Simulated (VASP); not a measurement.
Runs of VASP 6.6.1 on Si3Ru. The structure is that of space group P4/mmm (No. 123), or close to it. The cells are those of the table. 

```csv
task,cell,k mesh,cutoff (eV),gap on the mesh (eV),pressure (GPa),relaxed volume (Å³/atom),largest force (eV/Å)
single point,"a = 2.859, b = 2.859, c = 6.923 Å, 4 atoms",8 × 8 × 2,520,none,0.0,-,-
single point,"a = 2.859, b = 2.859, c = 6.849 Å, 4 atoms",6 × 6 × 4,520,none,0.1,-,0.02
relaxation of cell and atoms,"relaxed from a = 2.859, b = 2.859, c = 6.923 Å, 4 atoms",6 × 6 × 4,600,none,-0.1,(a),0.03
single point,"a = 2.850, b = 2.850, c = 6.909 Å, 4 atoms",16 × 16 × 8,520,none,0.0,-,0.01
relaxation of cell and atoms,"relaxed from a = 2.859, b = 2.859, c = 6.849 Å, 4 atoms",16 × 16 × 8,600,none,-0.1,(b),-
```

Alike in all rows: level PBE; potentials or basis VASP PAW PBE potentials, release 64 (Si, Ru_pv); no spin polarisation; smearing gaussian 0.1 eV.

Task: Fill in the values left out.

Result: (a) 14.02; (b) 14.04.

Caveats: some runs use coarse meshes.

A k mesh can miss the band edges, and the runs leave out spin-orbit coupling on Ru.

A gap of «none» marks levels without a gap at the run's occupations.
